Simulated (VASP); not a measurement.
Here is a VASP 6.6.1 calculation.

File INCAR:

```
SYSTEM = Mn
ALGO = Normal
EDIFF = 1E-7
ENCUT = 520
GGA = PE
ISIF = 2
ISMEAR = -1
LASPH = .TRUE.
LCHARG = .FALSE.
LREAL = .FALSE.
LWAVE = .FALSE.
NBANDS = 20
NELM = 60
PREC = Accurate
SIGMA = 0.1
```

KPOINTS

```
k-points
0
G
  24 24 13
  0 0 0
```

The input POSCAR:

```
Mn
1.0
    2.5791280972      0.0000000000      0.0000000000
   -1.2895640486      2.2335904518      0.0000000000
    0.0000000000      0.0000000000      4.1679616808
Mn
2
Direct
    0.3333333333      0.6666666667      0.2500000000
    0.6666666667      0.3333333333      0.7500000000
```

Potentials or basis: VASP PAW PBE potentials, release 64 (Mn_pv).

The run is started by

```bash
$ cat potpaw_PBE.64/Mn_pv/POTCAR > POTCAR
$ mpirun -np 1 vasp_std > vasp.out
```

Q: Estimate the pressure.

A: -24.5 GPa.

Q: Estimate the band gap on the k mesh.

A: Zero (band 13 reaches 9.83 eV, above the bottom of band 14 at 8.05 eV).

Stress tensor (GPa, compression positive):
```
-24.40   0.00   0.00
  0.00 -24.40   0.00
  0.00   0.00 -24.76
```

Caveat: the run has no spin polarisation, though such a crystal can be magnetic. Spin polarisation is off, so any magnetic state and its effect on volume and gap are missing.
